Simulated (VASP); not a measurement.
Zn:

```xyz
2
Lattice="2.6700 0.0000 0.0000 -1.3350 2.3123 0.0000 0.0000 0.0000 4.9660" Properties=species:S:1:pos:R:3 pbc="T T T"
Zn    1.3350    0.7708    3.7245
Zn    0.0000    1.5415    1.2415
```

| Item | Value |
| --- | --- |
| Program | VASP 6.6.1 |
| Task | relaxation of cell and atoms |
| Functional | PBEsol |
| Potentials or basis | VASP PAW PBE potentials, release 64 (Zn) |
| Cutoff | 600 eV |
| k mesh | 11 × 11 × 6 |
| Occupations | fermi-dirac, width 0.05 eV |
| Spin | no spin polarisation |

At the start: pressure -5.4 GPa; volume 15.33 Å³/atom.

How do energy, volume and symmetry change on relaxing?

Over 8 steps the energy falls by 25.9 meV/atom and the volume is 14.08 Å³/atom (-8.2 %); space group P6_3/mmc (No. 194, to 0.05 Å).

Step by step:
| step | energy change (eV) | largest force (eV/Å) | pressure (GPa) | volume (Å³) |
| --- | --- | --- | --- | --- |
| 1 | 0.0000 | 0.0000 | -5.36 | 30.66 |
| 2 | -0.0373 | 0.0000 | 0.44 | 28.44 |
| 3 | -0.0375 | 0.0000 | 0.04 | 28.57 |
| 4 | -0.0415 | 0.0000 | 0.06 | 28.47 |
| 5 | -0.0513 | 0.0000 | 0.22 | 28.16 |
| 6 | -0.0516 | 0.0000 | 0.38 | 28.05 |
| 7 | -0.0515 | 0.0000 | -0.42 | 28.29 |
| 8 | -0.0517 | 0.0000 | 0.00 | 28.15 |

Final structure:
```yaml
crystal:
  lattice:
    - [2.64684, 0.00000, 0.00000]
    - [-1.32342, 2.29223, 0.00000]
    - [0.00000, 0.00000, 4.64034]
  atoms:
    - { symbol: Zn, position: [0.66667, 0.33333, 0.75000] }
    - { symbol: Zn, position: [0.33333, 0.66667, 0.25000] }
```

Caveat: the PAW data sets were made with another functional, which shifts forces and pressure a little.
